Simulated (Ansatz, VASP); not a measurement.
## NbC: VASP beside Ansatz

INCAR

```
SYSTEM = NbC
PREC     = Accurate       ! precision mode
ENCUT    = 600            ! plane-wave cutoff, eV
EDIFF    = 1E-6           ! SCF threshold, eV
ISMEAR   = -1             ! smearing method
SIGMA    = 0.05           ! smearing width, eV
LREAL    = .False.        ! projectors in reciprocal space
LASPH    = .True.         ! aspherical terms in the spheres
NELM     = 120            ! most SCF steps
ALGO     = Normal         ! electronic algorithm
ISIF     = 2              ! what is computed and relaxed
LWAVE    = .False.        ! write WAVECAR
LCHARG   = .False.        ! write CHGCAR
GGA      = CA             ! functional
NBANDS   = 16             ! bands
GGA_COMPAT= .False.
```

File KPOINTS:

```
regular mesh
0
Gamma
  11 11 11
  0 0 0
```

Contents of POSCAR:

```
NbC
1.0
    0.0000000000      2.2345500000      2.2345500000
    2.2345500000      0.0000000000      2.2345500000
    2.2345500000      2.2345500000      0.0000000000
Nb C
1 1
Direct
    0.0000000000      0.0000000000      0.0000000000
    0.5000000000      0.5000000000      0.5000000000
```

Input for Ansatz:

```yaml
crystal:
  lattice:
    - [0.0, 2.23455, 2.23455]
    - [2.23455, 0.0, 2.23455]
    - [2.23455, 2.23455, 0.0]
  atoms:
    - { symbol: Nb, position: [0.0, 0.0, 0.0] }
    - { symbol: C, position: [0.5, 0.5, 0.5] }
kpoints:
  mp_grid:
    grid: [11, 11, 11]
hamiltonian:
  xc: lda
  pseudopotentials:
    kind: paw
scf:
  occupations:
    method: fermi_dirac
    width: 0.05
output:
  forces: true
  stress: true
  eigenvalues: true
```

Alike in both runs: task single point; functional LDA; k mesh 11 × 11 × 11; occupations fermi-dirac, width 0.05 eV; no spin polarisation.

|  | VASP | Ansatz |
| --- | --- | --- |
| version | VASP 6.6.1 | Ansatz 0.2.0 |
| potentials or method | VASP PAW LDA potentials, release 64 (Nb_sv, C) | plane waves, PAW |
| plane-wave cutoff (eV) | 600 | 420 |
| valence electrons in the cell | 17 | 17 |

Ansatz gave:

- gap on the k mesh at the Fermi level (eV): none
- pressure (GPa): -8.9

Question: Which values does VASP return?

Answer: gap on the k mesh at the Fermi level (eV): none; pressure (GPa): -9.0.

LDA's correlation is that of Perdew and Zunger in VASP and of Perdew and Wang (1992) in Ansatz. A gap of «none» marks a metal or a gap that the smearing closes.
